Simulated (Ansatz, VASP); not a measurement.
# One calculation of Ge, two programs

```
CELL_PARAMETERS angstrom
4.02269 0.00000 0.00000
-2.01134 3.48375 0.00000
0.00000 0.00000 18.86852
ATOMIC_POSITIONS crystal
Ge 0.33333 0.66667 0.27476
Ge 0.66667 0.33333 0.23849
Ge 0.88889 0.11111 0.52408
Ge 0.22222 0.77778 0.48781
```

Alike in both runs: task single point; functional PBE; dispersion D3(BJ); k mesh 9 × 9 × 1; occupations gaussian, width 0.1 eV; no spin polarisation.

|  | VASP | Ansatz |
| --- | --- | --- |
| version | VASP 6.6.1 | Ansatz 0.2.0 |
| potentials or method | VASP PAW PBE potentials, release 64 (Ge_d), cutoff 520 eV | scalar-relativistic, plane waves, PAW |
| valence electrons in the cell | 56 | 56 |

```tsv
	VASP	Ansatz	Ansatz less VASP
gap on the k mesh at the Fermi level (eV)	0.11	0.11	0.000
least direct gap on the mesh (eV)	0.11	0.11	0.000
rms of the force components (eV/Å)	0.080	0.080	-0.0001
```

Atom by atom the forces differ by 0.000 eV/Å (rms over components).
